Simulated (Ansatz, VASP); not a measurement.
Sb in VASP and in Ansatz

POSCAR

```
Sb
1.0
    2.1397418462      1.2353805309      3.7327777635
   -2.1397418462      1.2353805309      3.7327777635
    0.0000000000     -2.4707610619      3.7327777635
Sb
2
Direct
    0.7665100000      0.7665100000      0.7665100000
    0.2334900000      0.2334900000      0.2334900000
```

Contents of INCAR.step1:

```
PREC = Accurate
ENCUT = 520
EDIFF = 1E-5
ISMEAR = -1
SIGMA = 0.05
LREAL = False
LASPH = True
NELM = 80
ALGO = Normal
ISIF = 2
LWAVE = True
LCHARG = False
GGA = PE
NBANDS = 12
```

The input INCAR.step2:

```
PREC = Accurate
ENCUT = 520
EDIFF = 1E-7
ISMEAR = -1
SIGMA = 0.05
LREAL = False
LASPH = True
NELM = 80
ALGO = Normal
ISIF = 2
LWAVE = False
LCHARG = False
GGA = PE
LHFCALC = True
AEXX = 0.25
PRECFOCK = Normal
ISTART = 1
NBANDS = 12
```

KPOINTS

```
Automatic mesh
0
Gamma
  4 4 4
```

The input input:

```
crystal:
  lattice:
    - [2.1397418462, 1.2353805309, 3.7327777635]
    - [-2.1397418462, 1.2353805309, 3.7327777635]
    - [0.0, -2.4707610619, 3.7327777635]
  atoms:
    - { symbol: Sb, position: [0.76651, 0.76651, 0.76651] }
    - { symbol: Sb, position: [0.23349, 0.23349, 0.23349] }
hamiltonian:
  xc: pbe0
  pseudopotentials: { kind: paw }
kpoints:
  mp_grid: { grid: [4, 4, 4] }
scf:
  occupations: { method: fermi_dirac, width: 0.05 }
output:
  forces: true
  stress: true
  eigenvalues: true
```

Alike in both runs: task single point; functional PBE0; k mesh 4 × 4 × 4; occupations fermi-dirac, width 0.05 eV; no spin polarisation.

```csv
,VASP,Ansatz
version,VASP 6.6.1,Ansatz 0.2.0
potentials or method,"VASP PAW PBE potentials, release 64 (Sb)",Ansatz PAW
plane-wave cutoff (eV),520,420
valence electrons in the cell,10,30
```

VASP gave:

| Item | Value |
| --- | --- |
| gap on the k mesh at the Fermi level (eV) | 0.91 |
| least direct gap on the mesh (eV) | 1.07 |
| pressure (GPa) | 0.9 |
| traceless stress, the component that is largest in VASP (GPa) | -0.54 |
| rms of the force components (eV/Å) | 0.201 |

Q: Estimate Ansatz's values.

A: gap on the k mesh at the Fermi level (eV): 0.79; least direct gap on the mesh (eV): 0.99; pressure (GPa): 2.1; traceless stress, the component that is largest in VASP (GPa): -0.62; rms of the force components (eV/Å): 0.169.

Atom by atom the forces differ by 0.032 eV/Å (rms over components). The functional is the same, so the differences come from potentials, cutoffs and numerics. VASP's potentials hold 10 valence electrons a cell and Ansatz's 30, so a difference there can come from the potentials and not from the codes.

The k mesh is coarse, so the values compare programs but aren't converged. Neither program's run includes spin-orbit coupling.
